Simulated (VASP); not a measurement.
# Ir (Fm-3m) in VASP: a series of runs, part 3 of 3

VASP 6.6.1. Earlier steps stand in the parts before.

## (4) Single point, r2SCAN

POSCAR reads:

```
Ir
1.0
    0.0000000000      1.9221147240      1.9221147240
    1.9221147240      0.0000000000      1.9221147240
    1.9221147240      1.9221147240      0.0000000000
Ir
1
Direct
    0.0000000000      0.0000000000      0.0000000000
```

INCAR.step1 reads:

```
SYSTEM = Ir
ALGO = Normal
EDIFF = 1E-5
ENCUT = 550
GGA = PE
GGA_COMPAT = .FALSE.
ISMEAR = 0
LASPH = .TRUE.
LCHARG = .FALSE.
LREAL = .FALSE.
LWAVE = .TRUE.
NBANDS = 14
NELM = 120
PREC = Accurate
SIGMA = 0.1
```

INCAR.step2 reads:

```
SYSTEM = Ir
ALGO = Normal
EDIFF = 1E-6
ENCUT = 550
GGA_COMPAT = .FALSE.
ISIF = 2
ISMEAR = 0
ISTART = 1
LASPH = .TRUE.
LCHARG = .FALSE.
LMIXTAU = .TRUE.
LREAL = .FALSE.
LWAVE = .FALSE.
METAGGA = R2SCAN
NBANDS = 14
NELM = 120
PREC = Accurate
SIGMA = 0.1
```

KPOINTS reads:

```
k-points
0
G
  18 18 18
  0 0 0
```

Potentials or basis: VASP PAW PBE potentials, release 64 (Ir_sv_GW).

Run with:

```
cat potpaw_PBE.64/Ir_sv_GW/POTCAR > POTCAR
cp INCAR.step1 INCAR
mpirun -np 1 vasp_std > vasp.out
cp INCAR.step2 INCAR
mpirun -np 1 vasp_std > vasp.out
```

OUTCAR:

```text
SYSTEM = Ir
   EDIFF = 1E-6
   ENCUT = 550
   ISIF = 2
   ISMEAR = 0
   ISTART = 1
   LASPH = .TRUE.
   LREAL = .FALSE.
   METAGGA = R2SCAN
   NELM = 120
   PREC = Accurate

 ion  position               nearest neighbor table
   1  0.000  0.000  0.000-

  LATTYP: Found a face centered cubic cell.
 ALAT       =     3.8442294480

  Lattice vectors:

 A1 = (   0.0000000000,   1.9221147240,   1.9221147240)
 A2 = (   1.9221147240,   0.0000000000,   1.9221147240)
 A3 = (   1.9221147240,   1.9221147240,   0.0000000000)

Analysis of symmetry for initial positions (statically):
=====================================================================
 Subroutine PRICEL returns:
 Original cell was already a primitive cell.

 Routine SETGRP: Setting up the symmetry group for a
 face centered cubic supercell.

 Subroutine GETGRP returns: Found 48 space group operations
 (whereof 48 operations were pure point group operations)
 out of a pool of 48 trial point group operations.

The static configuration has the point symmetry O_h .

Analysis of symmetry for dynamics (positions and initial velocities):
=====================================================================
 Subroutine PRICEL returns:
 Original cell was already a primitive cell.

 Routine SETGRP: Setting up the symmetry group for a
 face centered cubic supercell.

 Subroutine GETGRP returns: Found 48 space group operations
 (whereof 48 operations were pure point group operations)
 out of a pool of 48 trial point group operations.

The dynamic configuration has the point symmetry O_h .

 Subroutine INISYM returns: Found 48 space group operations
 (whereof 48 operations are pure point group operations),
 and found     1 'primitive' translations

----------------------------------------------------------------------------------------

                                     Primitive cell

  volume of cell :      14.2026

  direct lattice vectors                    reciprocal lattice vectors
     0.000000000  1.922114724  1.922114724    -0.260130154  0.260130154  0.260130154
     1.922114724  0.000000000  1.922114724     0.260130154 -0.260130154  0.260130154
     1.922114724  1.922114724  0.000000000     0.260130154  0.260130154 -0.260130154

  length of vectors
     2.718280711  2.718280711  2.718280711     0.450558644  0.450558644  0.450558644

  position of ions in fractional coordinates (direct lattice)
     0.000000000  0.000000000  0.000000000

  ion indices of the primitive-cell ions
   primitive index   ion index
                 1           1

----------------------------------------------------------------------------------------

 KPOINTS: k-points

Automatic generation of k-mesh.
 Grid dimensions read from file:
 generate k-points for:   18   18   18

 Generating k-lattice:

  Cartesian coordinates                     Fractional coordinates (reciprocal lattice)
    -0.014451675  0.014451675  0.014451675     0.055555556  0.000000000  0.000000000
     0.014451675 -0.014451675  0.014451675     0.000000000  0.055555556  0.000000000
     0.014451675  0.014451675 -0.014451675     0.000000000  0.000000000  0.055555556

  Length of vectors
     0.025031036  0.025031036  0.025031036

  Shift w.r.t. Gamma in fractional coordinates (k-lattice)
     0.000000000  0.000000000  0.000000000

 Subroutine IBZKPT returns following result:
 ===========================================

 Found    195 irreducible k-points:

 Following reciprocal coordinates:
            Coordinates               Weight
  0.000000  0.000000  0.000000      1.000000
  0.055556  0.000000  0.000000      8.000000
  0.111111  0.000000  0.000000      8.000000
  0.166667  0.000000  0.000000      8.000000
  0.222222  0.000000  0.000000      8.000000
  0.277778  0.000000  0.000000      8.000000
[... 16 lines left out ...]
 -0.277778  0.055556  0.000000     24.000000
 -0.222222  0.055556  0.000000     24.000000
 [... further k-points ...]
   k-points           NKPTS =    195   k-points in BZ     NKDIM =    195   number of bands    NBANDS=     14
   number of dos      NEDOS =    301   number of ions     NIONS =      1
   total plane-waves  NPLWV =  13824
   dimension x,y,z NGX =    24 NGY =   24 NGZ =   24
   dimension x,y,z NGXF=    48 NGYF=   48 NGZF=   48
   ions per type =               1
   NGX,Y,Z   is equivalent  to a cutoff of  14.68, 14.68, 14.68 a.u.
   NGXF,Y,Z  is equivalent  to a cutoff of  29.36, 29.36, 29.36 a.u.
 SYSTEM =  Ir
   PREC   = accura    normal or accurate (medium, high low for compatibility)
   ISTART =      1    job   : 0-new  1-cont  2-samecut
   ICHARG =      0    charge: 1-file 2-atom 10-const
   ISPIN  =      1    spin polarized calculation?
   LNONCOLLINEAR =      F non collinear calculations
   LSORBIT =      F    spin-orbit coupling
   LASPH  =      T    aspherical Exc in radial PAW
   ENCUT  =  550.0 eV  40.42 Ry    6.36 a.u.   5.20  5.20  5.20*2*pi/ulx,y,z
   NELM   =    120;   NELMIN=  2; NELMDL=  0     # of ELM steps
   EDIFF  = 0.1E-05   stopping-criterion for ELM
   LREAL  =      F    real-space projection
   EDIFFG = 0.1E-04   stopping-criterion for IOM
   NSW    =      0    number of steps for IOM
   IBRION =     -1    ionic relax: 0-MD 1-quasi-New 2-CG
   NFREE  =      0    steps in history (QN), initial steepest desc. (CG)
   ISIF   =      2    stress and relaxation
   ISYM   =      2    0-nonsym 1-usesym 2-fastsym
   POTIM  = 0.5000    time-step for ionic-motion
   TEBEG  =    0.0;   TEEND  =   0.0 temperature during run
   PSTRESS=    0.0 pullay stress
   NELECT =      17.0000    total number of electrons
   NUPDOWN=      -1.0000    fix difference up-down
   EMIN   =  10.00;   EMAX   =-10.00  energy-range for DOS
   EFERMI =   0.00;   METHOD = LEGACY
   ISMEAR =     0;   SIGMA  =   0.10  broadening in eV -4-tet -1-fermi 0-gaus
   EFERMI_NEDOS =   21; number of points for ismear=-14 and -15
   IALGO  =     38    algorithm
   IMIX   =      4    mixing-type and parameters
     AMIX     =   0.40;   BMIX     =  1.00
     AMIX_MAG =   1.60;   BMIX_MAG =  1.00
  volume/ion in A,a.u.               =      14.20        95.84
  Fermi-wavevector in a.u.,A,eV,Ry     =   1.738208  3.284738 41.108211  3.021368
  Thomas-Fermi vector in A             =   2.811285
   LORBIT       =      0    0 simple, 1 ext, 2 COOP (PROOUT), +10 PAW based schemes
   METAGGA = R2SCAN    functional components
   LHFCALC =     F    Hartree Fock is set to
   AEXX    =    0.0000 exact exchange contribution
   IVDW    =     0    specifies the selected vdW correction
   LEPSILON=     F    determine dielectric tensor
   LRPA    =     F    only Hartree local field effects (RPA)
 non-spin polarized calculation
 Gauss-broadening in eV      SIGMA  =   0.10
  energy-cutoff  :      550.00
  volume of cell :       14.20
 maximum number of plane-waves:       444
 NGX is ok and might be reduce to    24
   NGX = 11   NGY = 11   NGZ = 11

 number of electron      17.0000000 magnetization

 Free energy of the ion-electron system (eV)
  ---------------------------------------------------
  ext. energy  EPLUGINS =         0.00000000
  ---------------------------------------------------
  free energy    TOTEN  =       -52.90768723 eV

  energy without entropy =      -52.90276101  energy(sigma->0) =      -52.90522412

 E-fermi :  12.6272     XC(G=0): -15.8700

 val. band max:       12.6170109315   @ k =   0.3333   0.1111   0.0556
 cond. band min:      12.6296168531   @ k =   0.5000   0.2222   0.1111
 fundamental gap:      0.0126059215
 Fermi energy:        12.6271520437

 k-point     1 :       0.0000    0.0000    0.0000
  band No.  band energies     occupation
      1     -82.4441      2.00000
      2     -38.2539      2.00000
      3     -38.2539      2.00000
      4     -38.2539      2.00000
      5       1.1312      2.00000
      6       8.6145      2.00000
      7       8.6145      2.00000
      8       8.6145      2.00000
      9      11.3056      2.00000
     10      11.3056      2.00000
     11      26.8647      0.00000
     12      32.6412      0.00000
     13      32.6412      0.00000
     14      32.6412      0.00000
[... 375 lines left out ...]
 k-point    24 :      -0.2222    0.0556    0.0000
  band No.  band energies     occupation
      1     -82.4084      2.00000
      2     -38.6584      2.00000
      3     -38.3371      2.00000
      4     -38.3002      2.00000
      5       3.4339      2.00000
      6       7.9180      2.00000
      7       9.0622      2.00000
      8       9.1564      2.00000
      9      11.0293      2.00000
     10      11.9182      2.00000
     11      27.2236      0.00000
     12      29.7618      0.00000
     13      35.1960      0.00000
     14      36.4635      0.00000

 [... further k-points ...]
[... 5 lines left out ...]
  --------------------------------------------------------------------------------------
  -------------------------------------------------------------------------------------
  Total       -0.1923040     -0.1923040     -0.1923040     -0.0000000     -0.0000000     -0.0000000
  in kB      -21.6935678    -21.6935678    -21.6935678     -0.0000000     -0.0000000     -0.0000000
  external PRESSURE =     -21.6935678 kB  Pullay stress =       0.0000000 kB

 VOLUME and BASIS-vectors are now :
 -----------------------------------------------------------------------------
  energy-cutoff  :      550.00
  volume of cell :       14.20
      direct lattice vectors                 reciprocal lattice vectors
     0.000000000  1.922114724  1.922114724    -0.260130154  0.260130154  0.260130154
     1.922114724  0.000000000  1.922114724     0.260130154 -0.260130154  0.260130154
     1.922114724  1.922114724  0.000000000     0.260130154  0.260130154 -0.260130154

 POSITION                                       TOTAL-FORCE (eV/Angst)
 -----------------------------------------------------------------------------------
      0.00000      0.00000      0.00000         0.000000      0.000000      0.000000
 -----------------------------------------------------------------------------------
    total drift:                                0.000000      0.000000      0.000000

  FREE ENERGIE OF THE ION-ELECTRON SYSTEM (eV)
  ---------------------------------------------------
  free  energy   TOTEN  =       -52.9076872315 eV

  energy  without entropy=      -52.9027610084  energy(sigma->0) =      -52.90522412
```

OSZICAR.step1:

```text
N       E                     dE             d eps       ncg     rms          rms(c)
DAV:   1     0.115487969665E+03    0.11549E+03   -0.11789E+04  5606   0.132E+03
DAV:   2    -0.878830902507E+01   -0.12428E+03   -0.11932E+03  6996   0.401E+02
DAV:   3    -0.105086680798E+02   -0.17204E+01   -0.17154E+01  6024   0.445E+01
DAV:   4    -0.105113357210E+02   -0.26676E-02   -0.26676E-02  6558   0.215E+00
DAV:   5    -0.105113412343E+02   -0.55133E-05   -0.55150E-05  5988   0.919E-02    0.697E+01
DAV:   6    -0.950997634148E+01    0.10014E+01   -0.13462E+00  5742   0.125E+01    0.374E+01
DAV:   7    -0.943002668174E+01    0.79950E-01   -0.41278E-01  6216   0.649E+00    0.646E+00
DAV:   8    -0.941395004656E+01    0.16077E-01   -0.60301E-02  5484   0.305E+00    0.525E-01
DAV:   9    -0.941395753155E+01   -0.74850E-05   -0.70307E-04  6180   0.321E-01    0.211E-01
DAV:  10    -0.941387942373E+01    0.78108E-04   -0.11792E-04  5970   0.157E-01    0.143E-01
DAV:  11    -0.941387973903E+01   -0.31530E-06   -0.54885E-06  2898   0.304E-02
   1 F= -.94138797E+01 E0= -.94113270E+01  d E =-.510556E-02
```

Run time: 95 s. Hardware: 1 thread of Intel Xeon Platinum 8488C (Sapphire Rapids), shared host; peak memory 0.18 GiB.

Results:

```
Free energy : -52.9077 eV
Pressure    : -2.2 GPa
```

Levels at points of the mesh, in eV from the Fermi level:
```tsv
k point	band 4	band 5	band 6	band 7	band 8	band 9	band 10	band 11	band 12	band 13
(0.00, 0.00, 0.00)	-50.88	-11.50	-4.01	-4.01	-4.01	-1.32	-1.32	14.24	20.01	20.01
(0.50, 0.00, 0.00)	-51.00	-8.40	-4.17	-4.17	-0.73	0.89	0.89	7.62	13.99	19.96
(0.50, 0.50, 0.00)	-51.19	-8.19	-7.61	0.80	1.53	1.53	1.72	11.04	12.00	12.00
```

Caveat: the PAW data sets were made with another functional, which shifts forces and pressure a little; spin-orbit coupling is left out, which moves the levels of the heavy elements.

## (5) Summary

```tsv
potentials or basis	cell	k mesh	cutoff (eV)	smearing	second run	gap on the mesh (eV)	pressure (GPa)
VASP PAW PBE potentials, release 64 (Ir)	a = 2.718 Å, angles 60.0°, 1 atom	30 × 30 × 30	520	gaussian 0.15 eV	-	none	2.6
VASP PAW PBE potentials, release 64 (Ir_sv_GW)	a = 2.715 Å, angles 60.0°, 1 atom	8 × 8 × 8	550	gaussian 0.1 eV	valence_matched	none	0.6
VASP PAW PBE potentials, release 64 (Ir_sv_GW)	a = 2.718 Å, angles 60.0°, 1 atom	18 × 18 × 18	550	gaussian 0.1 eV	valence_matched	none	-2.2
```

Alike in all rows: task single point; level r2SCAN; no spin polarisation.

Caveats: the PAW data sets were made with another functional, which shifts forces and pressure a little; spin-orbit coupling is left out, which moves the levels of the heavy elements.

Total energies depend on the potentials used, so only differences within one code and one set of settings carry meaning.
